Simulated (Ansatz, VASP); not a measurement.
# One calculation of Sb, two programs

```
CELL_PARAMETERS angstrom
-1.49235 1.49235 2.45916
1.49235 -1.49235 2.45916
1.49235 1.49235 -2.45916
ATOMIC_POSITIONS crystal
Sb 0.00000 0.00000 0.00000
```

Change from the starting cell: volume scaled by 0.975, PAW files.

Alike in both runs: task electric field gradients; functional PBE; k mesh 19 × 19 × 19; occupations fermi-dirac, width 0.05 eV; no spin polarisation.

|  | VASP | Ansatz |
| --- | --- | --- |
| version | VASP 6.6.1 | Ansatz 0.2.0 |
| potentials or method | VASP PAW PBE potentials, release 64 (Sb) | PAW with Ansatz's default frozen-core files, scalar-relativistic |
| plane-wave cutoff (eV) | 520 | 420 |
| valence electrons in the cell | 5 | 15 |

```tsv
	VASP	Ansatz	Ansatz less VASP
pressure (GPa)	22.9	22.9	0.00
traceless stress, the component that is largest in VASP (GPa)	-1.92	-1.82	+0.104
size of Vzz on the site where it differs most (V/Å²)	38.4	37.5	-0.89
```

VASP's potentials hold 5 valence electrons a cell and Ansatz's 15, so a difference there can come from the potentials and not from the codes.

Neither program's run includes spin-orbit coupling.
